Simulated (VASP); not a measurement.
Input of a VASP 6.6.1 run:

Contents of INCAR:

```
  ALGO = Normal
  EDIFF = 1E-6
  ENCUT = 520
  GGA = PE
  ISIF = 2
  ISMEAR = -1
  LASPH = T
  LCHARG = F
  LREAL = F
  LWAVE = F
  NBANDS = 15
  NELM = 60
  PREC = Accurate
  SIGMA = 0.02
```

KPOINTS

```
k-points
0
Gamma
  12 12 4
```

Contents of POSCAR:

```
MgI2
1.0
    4.1572130451      0.0000000000      0.0000000000
   -2.0786065226      3.6002521060      0.0000000000
    0.0000000000      0.0000000000      6.8733252542
Mg I
1 2
Direct
    0.0000000000      0.0000000000      0.0000000000
    0.3333333333      0.6666666667      0.2426220951
    0.6666666667      0.3333333333      0.7573779049
```

Potentials or basis: VASP PAW PBE potentials, release 64 (Mg, I).

Launch:

```console
$ cat potpaw_PBE.64/Mg/POTCAR potpaw_PBE.64/I/POTCAR > POTCAR
$ mpirun -np 1 vasp_std > vasp.out
```

(1) What does it give for the pressure?

(2) Predict the band gap on the k mesh.

Results:

(1) 1.1 GPa.

(2) 3.51 eV (least direct gap 3.68 eV).

Caveat: spin-orbit coupling is left out, which moves the levels of the heavy elements; this functional lacks dispersion, which binds the layers, so the pressure and a relaxed spacing across them are unreliable.
